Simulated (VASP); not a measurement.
Mo: single point with LDA

Mo:

```
Mo
1.0
     2.73421    0.00000    0.00000
    -1.36710    2.36789    0.00000
     0.00000    0.00000    9.44156
Mo
4
Direct
  0.00000 0.00000 0.00000
  0.00000 0.00000 0.50000
  0.33333 0.66667 0.25000
  0.66667 0.33333 0.75000
```

This isn't the form of Mo at room conditions, which is bcc.

```json
{
  "Program": "VASP 6.6.1",
  "Task": "single point",
  "Functional": "LDA",
  "Potentials or basis": "VASP PAW LDA potentials, release 64 (Mo_sv)",
  "Cutoff": "520 eV",
  "k mesh": "17 × 17 × 5",
  "Occupations": "fermi-dirac, width 0.1 eV",
  "Spin": "no spin polarisation",
  "Dipole correction": "no",
  "Further INCAR settings": "ALGO = Normal; EDIFF = 1e-06; NBANDS = 36"
}
```

The pressure is 1.2 GPa and the band gap on the k mesh is zero (bands 28 and 29 overlap by 1.75 eV).

Stress tensor (GPa, compression positive):
```
1.34 0.00 0.00
0.00 1.34 0.00
0.00 0.00 0.96
```

Levels at points of the mesh, in eV from the Fermi level:
```
           k point  band 25  band 26  band 27  band 28  band 29  band 30  band 31  band 32
(0.00, 0.00, 0.00)    -0.88    -0.74    -0.74    -0.44    -0.44    -0.26    -0.26     1.13
```

Run time: 73 s on 1 thread of AMD EPYC 9R45 96-Core Processor (Zen 5) (shared host), peak memory 0.22 GiB.
